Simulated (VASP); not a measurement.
# ZnO (P6/mmm) in VASP: a series of runs

Runs on ZnO. Level: PBE. Tasks: single point, relaxation of cell and atoms.

Everything below comes from runs of VASP 6.6.1. Logs are shortened: lines on timing, memory, paths and dates and some standing lists are left out, and cuts for length are marked.

## (1) The cell of the first run

It takes space group P6/mmm (No. 191, hexagonal). Conventional cell: a = 2.849 Å, b = 2.849 Å, c = 3.449 Å, α = 90.00°, β = 90.00°, γ = 120.00°. Within 2.3 Å of Zn (site symmetry 6/mmm) lie 2 O at 1.72 Å. Within 2.3 Å of O (site symmetry 6/mmm) lie 2 Zn at 1.72 Å.

## (2) Single point, PBE, collinear spin, ferromagnetic start

Input file INCAR:

```
SYSTEM = ZnO
ALGO = Normal ; EDIFF = 1E-7
ENCUT = 520 ; GGA = PE
ISIF = 2 ; ISMEAR = 0
ISPIN = 2 ; LASPH = .TRUE.
LCHARG = .TRUE. ; LELF = .TRUE.
LORBIT = 11 ; LREAL = .FALSE.
LVHAR = .TRUE. ; LWAVE = .FALSE.
MAGMOM = 0 1 ; NBANDS = 20
NELM = 150 ; PREC = Accurate
SIGMA = 0.1
```

Input file KPOINTS:

```
k-points
0
G
  6 6 6
  0 0 0
```

Input file POSCAR:

```
ZnO
1.0
    2.8490538000      0.0000000000      0.0000000000
   -1.4245269000      2.4673529700      0.0000000000
    0.0000000000      0.0000000000      3.4493416100
Zn O
1 1
Direct
    0.0000000000      0.0000000000      0.0000000000
    0.0000000000      0.0000000000      0.5000000000
```

Potentials or basis: VASP PAW PBE potentials, release 64 (Zn, O).

The run is started by

```bash
$ cat potpaw_PBE.64/Zn/POTCAR potpaw_PBE.64/O/POTCAR > POTCAR
$ mpirun -np 1 vasp_std > vasp.out
```

OUTCAR:

```text
SYSTEM = ZnO
   EDIFF = 1E-7
   ENCUT = 520
   GGA = PE
   ISIF = 2
   ISMEAR = 0
   ISPIN = 2
   LASPH = .TRUE.
   LORBIT = 11
   LREAL = .FALSE.
   NELM = 150
   PREC = Accurate

 ion  position               nearest neighbor table
   1  0.000  0.000  0.000-   2 1.72   2 1.72
   2  0.000  0.000  0.500-   1 1.72   1 1.72

  LATTYP: Found a hexagonal cell.
 ALAT       =     2.8490538000
 C/A-ratio  =     1.2106972532

  Lattice vectors:

 A1 = (   2.8490538000,   0.0000000000,   0.0000000000)
 A2 = (  -1.4245269000,   2.4673529700,   0.0000000000)
 A3 = (   0.0000000000,   0.0000000000,   3.4493416100)

Analysis of symmetry for initial positions (statically):
=====================================================================
 Subroutine PRICEL returns:
 Original cell was already a primitive cell.

 Routine SETGRP: Setting up the symmetry group for a
 hexagonal supercell.

 Subroutine GETGRP returns: Found 24 space group operations
 (whereof 24 operations were pure point group operations)
 out of a pool of 24 trial point group operations.

The static configuration has the point symmetry D_6h.

Analysis of symmetry for dynamics (positions and initial velocities):
=====================================================================
 Subroutine PRICEL returns:
 Original cell was already a primitive cell.

 Routine SETGRP: Setting up the symmetry group for a
 hexagonal supercell.

 Subroutine GETGRP returns: Found 24 space group operations
 (whereof 24 operations were pure point group operations)
 out of a pool of 24 trial point group operations.

The dynamic configuration has the point symmetry D_6h.

Analysis of structural, dynamic, and magnetic symmetry:
=====================================================================
 Subroutine PRICEL returns:
 Original cell was already a primitive cell.

 Routine SETGRP: Setting up the symmetry group for a
 hexagonal supercell.

 Subroutine GETGRP returns: Found 24 space group operations
 (whereof 24 operations were pure point group operations)
 out of a pool of 24 trial point group operations.

The overall configuration has the point symmetry D_6h.

 Subroutine INISYM returns: Found 24 space group operations
 (whereof 24 operations are pure point group operations),
 and found     1 'primitive' translations

----------------------------------------------------------------------------------------

                                     Primitive cell

  volume of cell :      24.2476

  direct lattice vectors                    reciprocal lattice vectors
     2.849053800  0.000000000  0.000000000     0.350993723  0.202646320  0.000000000
    -1.424526900  2.467352970  0.000000000     0.000000000  0.405292640  0.000000000
     0.000000000  0.000000000  3.449341610     0.000000000  0.000000000  0.289910398

  length of vectors
     2.849053800  2.849053802  3.449341610     0.405292641  0.405292640  0.289910398

  position of ions in fractional coordinates (direct lattice)
     0.000000000  0.000000000  0.000000000
     0.000000000  0.000000000  0.500000000

  ion indices of the primitive-cell ions
   primitive index   ion index
                 1           1
                 2           2

----------------------------------------------------------------------------------------

 KPOINTS: k-points

Automatic generation of k-mesh.
 Grid dimensions read from file:
 generate k-points for:    6    6    6

 Generating k-lattice:

  Cartesian coordinates                     Fractional coordinates (reciprocal lattice)
     0.058498954  0.033774387  0.000000000     0.166666667  0.000000000  0.000000000
     0.000000000  0.067548773  0.000000000     0.000000000  0.166666667  0.000000000
     0.000000000  0.000000000  0.048318400     0.000000000  0.000000000  0.166666667

  Length of vectors
     0.067548773  0.067548773  0.048318400

  Shift w.r.t. Gamma in fractional coordinates (k-lattice)
     0.000000000  0.000000000  0.000000000

 Subroutine IBZKPT returns following result:
 ===========================================

 Found     28 irreducible k-points:

 Following reciprocal coordinates:
            Coordinates               Weight
  0.000000  0.000000  0.000000      1.000000
  0.166667  0.000000  0.000000      6.000000
  0.333333  0.000000  0.000000      6.000000
  0.500000  0.000000  0.000000      3.000000
  0.166667  0.166667  0.000000      6.000000
  0.333333  0.166667  0.000000     12.000000
[... 16 lines left out ...]
  0.166667  0.000000  0.500000      6.000000
  0.333333  0.000000  0.500000      6.000000
 [... further k-points ...]
   k-points           NKPTS =     28   k-points in BZ     NKDIM =     28   number of bands    NBANDS=     20
   number of dos      NEDOS =    301   number of ions     NIONS =      2
   total plane-waves  NPLWV =  16128
   dimension x,y,z NGX =    24 NGY =   24 NGZ =   28
   dimension x,y,z NGXF=    48 NGYF=   48 NGZF=   56
   ions per type =               1   1
   NGX,Y,Z   is equivalent  to a cutoff of  14.00, 14.00, 13.49 a.u.
   NGXF,Y,Z  is equivalent  to a cutoff of  28.01, 28.01, 26.99 a.u.
 SYSTEM =  ZnO
   PREC   = accura    normal or accurate (medium, high low for compatibility)
   ISTART =      0    job   : 0-new  1-cont  2-samecut
   ICHARG =      2    charge: 1-file 2-atom 10-const
   ISPIN  =      2    spin polarized calculation?
   LNONCOLLINEAR =      F non collinear calculations
   LSORBIT =      F    spin-orbit coupling
   LASPH  =      T    aspherical Exc in radial PAW
   ENCUT  =  520.0 eV  38.22 Ry    6.18 a.u.   5.30  5.30  6.41*2*pi/ulx,y,z
   NELM   =    150;   NELMIN=  2; NELMDL= -5     # of ELM steps
   EDIFF  = 0.1E-06   stopping-criterion for ELM
   LREAL  =      F    real-space projection
   EDIFFG = 0.1E-05   stopping-criterion for IOM
   NSW    =      0    number of steps for IOM
   IBRION =     -1    ionic relax: 0-MD 1-quasi-New 2-CG
   NFREE  =      0    steps in history (QN), initial steepest desc. (CG)
   ISIF   =      2    stress and relaxation
   ISYM   =      2    0-nonsym 1-usesym 2-fastsym
   POTIM  = 0.5000    time-step for ionic-motion
   TEBEG  =    0.0;   TEEND  =   0.0 temperature during run
   PSTRESS=    0.0 pullay stress
   NELECT =      18.0000    total number of electrons
   NUPDOWN=      -1.0000    fix difference up-down
   EMIN   =  10.00;   EMAX   =-10.00  energy-range for DOS
   EFERMI =   0.00;   METHOD = LEGACY
   ISMEAR =     0;   SIGMA  =   0.10  broadening in eV -4-tet -1-fermi 0-gaus
   EFERMI_NEDOS =   21; number of points for ismear=-14 and -15
   IALGO  =     38    algorithm
   IMIX   =      4    mixing-type and parameters
     AMIX     =   0.40;   BMIX     =  1.00
     AMIX_MAG =   1.60;   BMIX_MAG =  1.00
  volume/ion in A,a.u.               =      12.12        81.82
  Fermi-wavevector in a.u.,A,eV,Ry     =   1.482323  2.801185 29.895844  2.197283
  Thomas-Fermi vector in A             =   2.596124
   LORBIT       =     11    0 simple, 1 ext, 2 COOP (PROOUT), +10 PAW based schemes
   GGA     = PE    functional components
   LHFCALC =     F    Hartree Fock is set to
   AEXX    =    0.0000 exact exchange contribution
   IVDW    =     0    specifies the selected vdW correction
   LEPSILON=     F    determine dielectric tensor
   LRPA    =     F    only Hartree local field effects (RPA)
 spin polarized calculation
 Gauss-broadening in eV      SIGMA  =   0.10
  energy-cutoff  :      520.00
  volume of cell :       24.25
 maximum number of plane-waves:       667
 NGX is ok and might be reduce to    24
   NGX = 11   NGY = 11   NGZ = 13

 number of electron      18.0000006 magnetization      -0.0005119

 number of electron      18.0000006 magnetization       0.0000237

 Free energy of the ion-electron system (eV)
  ---------------------------------------------------
  ext. energy  EPLUGINS =         0.00000000
  ---------------------------------------------------
  free energy    TOTEN  =        -6.63874356 eV

  energy without entropy =       -6.63581458  energy(sigma->0) =       -6.63727907

 E-fermi :   1.7759     XC(G=0): -10.9677

 val. band max:        1.7225337632   @ k =   0.0000   0.0000   0.3333
 cond. band min:       1.7970006096   @ k =   0.1667   0.0000   0.5000
 fundamental gap:      0.0744668465
 Fermi energy:         1.7759262556

 spin component 1

 k-point     1 :       0.0000    0.0000    0.0000
  band No.  band energies     occupation
      1     -17.0408      1.00000
      2      -6.0440      1.00000
      3      -5.5461      1.00000
      4      -5.5461      1.00000
      5      -5.1015      1.00000
      6      -5.1015      1.00000
[... 12 lines left out ...]
     19      30.1302      0.00000
     20      30.6755      0.00000

 k-point     2 :       0.1667    0.0000    0.0000
  band No.  band energies     occupation
      1     -16.8556      1.00000
      2      -5.8147      1.00000
      3      -5.5512      1.00000
      4      -5.4268      1.00000
      5      -5.2156      1.00000
      6      -5.1198      1.00000
[... 498 lines left out ...]
 k-point    24 :       0.3333    0.0000    0.5000
  band No.  band energies     occupation
      1     -15.6619      1.00000
      2      -7.6278      1.00000
      3      -6.0150      1.00000
      4      -5.8109      1.00000
      5      -5.5345      1.00000
      6      -5.1704      1.00000
[... 12 lines left out ...]
     19      31.8819      0.00000
     20      32.0152      0.00000

 [... further k-points ...]

 spin component 2

 k-point     1 :       0.0000    0.0000    0.0000
  band No.  band energies     occupation
      1     -17.0407      1.00000
      2      -6.0441      1.00000
      3      -5.5461      1.00000
      4      -5.5461      1.00000
      5      -5.1015      1.00000
      6      -5.1015      1.00000
[... 12 lines left out ...]
     19      30.1303      0.00000
     20      30.6756      0.00000

 k-point     2 :       0.1667    0.0000    0.0000
  band No.  band energies     occupation
      1     -16.8554      1.00000
      2      -5.8147      1.00000
      3      -5.5512      1.00000
      4      -5.4269      1.00000
      5      -5.2156      1.00000
      6      -5.1199      1.00000
[... 498 lines left out ...]
 k-point    24 :       0.3333    0.0000    0.5000
  band No.  band energies     occupation
      1     -15.6617      1.00000
      2      -7.6278      1.00000
      3      -6.0150      1.00000
      4      -5.8109      1.00000
      5      -5.5346      1.00000
      6      -5.1705      1.00000
[... 12 lines left out ...]
     19      31.8818      0.00000
     20      32.0152      0.00000

 [... further k-points ...]
[... 5 lines left out ...]
  --------------------------------------------------------------------------------------
  -------------------------------------------------------------------------------------
  Total        3.3463228      3.3463228      1.7412305      0.0000000     -0.0000000      0.0000000
  in kB      221.1109592    221.1109596    115.0532040      0.0000000     -0.0000000      0.0000000
  external PRESSURE =     185.7583743 kB  Pullay stress =       0.0000000 kB

 VOLUME and BASIS-vectors are now :
 -----------------------------------------------------------------------------
  energy-cutoff  :      520.00
  volume of cell :       24.25
      direct lattice vectors                 reciprocal lattice vectors
     2.849053800  0.000000000  0.000000000     0.350993723  0.202646320  0.000000000
    -1.424526900  2.467352970  0.000000000     0.000000000  0.405292640  0.000000000
     0.000000000  0.000000000  3.449341610     0.000000000  0.000000000  0.289910398

 POSITION                                       TOTAL-FORCE (eV/Angst)
 -----------------------------------------------------------------------------------
      0.00000      0.00000      0.00000         0.000000      0.000000      0.000000
      0.00000      0.00000      1.72467         0.000000      0.000000      0.000000
 -----------------------------------------------------------------------------------
    total drift:                               -0.000000     -0.000000      0.000000

  FREE ENERGIE OF THE ION-ELECTRON SYSTEM (eV)
  ---------------------------------------------------
  free  energy   TOTEN  =        -6.6387435594 eV

  energy  without entropy=       -6.6358145839  energy(sigma->0) =       -6.63727907

 total charge

# of ion       s       p       d       tot
------------------------------------------
    1        0.621   0.596   9.834  11.051
    2        1.561   3.466   0.000   5.027
--------------------------------------------------
tot          2.182   4.062   9.834  16.078

 magnetization (x)

# of ion       s       p       d       tot
------------------------------------------
    1        0.000  -0.000   0.000   0.000
    2        0.000   0.000   0.000   0.000
--------------------------------------------------
tot          0.000   0.000   0.000   0.000
```

Wall time 22 s (1 thread of Intel Xeon Platinum 8488C (Sapphire Rapids), shared host); peak memory 0.16 GiB.

Results:

```
Free energy                                           : -6.6387 eV
Pressure                                              : 18.6 GPa
Band gap on the k mesh                                : zero (filled and empty bands overlap)
Net moment                                            : 0.00 μB per cell
Valence electrons inside the program's atomic spheres : Zn 11.05; O 5.03
```

Levels at points of the mesh, in eV from the Fermi level:
Spin up:
```tsv
k point	band 6	band 7	band 8	band 9	band 10	band 11	band 12	band 13
(0.00, 0.00, 0.00)	-6.88	-5.06	-1.33	-0.66	-0.66	12.60	13.40	18.93
(0.50, 0.00, 0.00)	-6.04	-4.81	-4.21	-1.35	3.69	4.13	13.28	13.71
(0.00, 0.00, 0.50)	-7.21	-7.21	0.15	0.15	4.68	7.51	16.60	16.60
(0.50, 0.00, 0.50)	-6.82	-3.27	-2.22	-0.33	0.50	8.02	11.43	12.21
```
Spin down:
| k point | band 6 | band 7 | band 8 | band 9 | band 10 | band 11 | band 12 | band 13 |
| --- | --- | --- | --- | --- | --- | --- | --- | --- |
| (0.00, 0.00, 0.00) | -6.88 | -5.06 | -1.33 | -0.66 | -0.66 | 12.60 | 13.40 | 18.93 |
| (0.50, 0.00, 0.00) | -6.04 | -4.81 | -4.21 | -1.35 | 3.69 | 4.13 | 13.28 | 13.71 |
| (0.00, 0.00, 0.50) | -7.21 | -7.21 | 0.15 | 0.15 | 4.68 | 7.51 | 16.60 | 16.60 |
| (0.50, 0.00, 0.50) | -6.82 | -3.27 | -2.22 | -0.33 | 0.50 | 8.02 | 11.43 | 12.21 |

Caveat: the k points lie up to 0.42 Å⁻¹ apart.

(Part 1 of 2 ends here.)
